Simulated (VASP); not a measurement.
Here is a VASP 6.6.1 calculation.

Contents of INCAR:

```
PREC = Accurate
ENCUT = 520
EDIFF = 1E-7
ISMEAR = -1
SIGMA = 0.02
LREAL = False
LASPH = True
NELM = 80
ALGO = Normal
ISIF = 2
LWAVE = False
LCHARG = False
GGA = PE
NBANDS = 17
```

Contents of KPOINTS:

```
Automatic mesh
0
Gamma
  7 7 7
```

File POSCAR:

```
PbSe
1.0
    0.0000000000      3.0874581725      3.0874581725
    3.0874581725      0.0000000000      3.0874581725
    3.0874581725      3.0874581725      0.0000000000
Pb Se
1 1
Direct
    0.0000000000      0.0000000000      0.0000000000
    0.5000000000      0.5000000000      0.5000000000
```

Potentials or basis: VASP PAW PBE potentials, release 64 (Pb_d, Se).

Run with:

```console
$ cat potpaw_PBE.64/Pb_d/POTCAR potpaw_PBE.64/Se/POTCAR > POTCAR
$ mpirun -np 1 vasp_std > vasp.out
```

(1) What does it give for the pressure?

Answers

(1) 1.0 GPa.
